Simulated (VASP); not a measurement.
Set up this calculation in VASP 6.6.1, as the native input.

```
Task                   : single point
Functional             : PBE
Potentials or basis    : VASP PAW PBE potentials, release 64 (N, Ga_d)
Cutoff                 : 520 eV
k mesh                 : 8 × 8 × 1
Occupations            : gaussian, width 0.05 eV
Spin                   : collinear spin
Starting moments       : [0.0, 0.0, 0.0, 3.0, 0.0, 0.0, 0.0] μB
Dipole correction      : yes
Further INCAR settings : ALGO = Normal; EDIFF = 1e-06; NBANDS = 42
```

The structure of Ga3N4 lies in POSCAR:

```
Ga3N4
1.0
    3.2165072845      0.0000000000      0.0000000000
    0.0000000000      3.2165072845      0.0000000000
    0.0000000000      0.0000000000     21.2198072894
N Ga
4 3
Direct
    0.0000000000      0.5000000000      0.1885031257
    0.5000000000      0.0000000000      0.2956866680
    0.0000000000      0.5000000000      0.4029970640
    0.8750000000      0.5000000000      0.5251283216
    0.5000000000      0.5000000000      0.2420948968
    0.0000000000      0.0000000000      0.3470972838
    0.5000000000      0.5000000000      0.4580535137
```

One way to write it, as run:

INCAR

```
SYSTEM = Ga3N4
PREC = Accurate
ENCUT = 520
EDIFF = 1E-6
ISMEAR = 0
SIGMA = 0.05
LREAL = .False.
LASPH = .True.
NELM = 150
ALGO = Normal
ISIF = 2
LWAVE = .False.
LCHARG = .False.
ISPIN = 2
MAGMOM = 0 0 0 3 0 0 0
LORBIT = 11
LDIPOL = .True.
IDIPOL = 3
DIPOL = 0.5 0.5 0.351
GGA = PE
NBANDS = 42
```

KPOINTS

```
regular mesh
0
Gamma
  8 8 1
  0 0 0
```

Potentials or basis: VASP PAW PBE potentials, release 64 (N, Ga_d).

Launch:

```bash
$ cat potpaw_PBE.64/N/POTCAR potpaw_PBE.64/Ga_d/POTCAR > POTCAR
$ mpirun -np 1 vasp_std > vasp.out
```

It gave:

- Largest force: 2.238 eV/Å
- Net moment: 1.86 μB per cell
- Site moments: N +0.13, +0.06, +0.08, +1.08; Ga +0.02, +0.01, -0.04 μB
- Valence electrons inside the program's atomic spheres: N 3.46, 3.72, 3.69, 3.43; Ga 11.80, 11.81, 11.71

It took 26 min on 1 thread of Intel(R) Xeon(R) Platinum 8375C CPU @ 2.90GHz (Ice Lake) (shared host), peak memory 0.57 GiB.
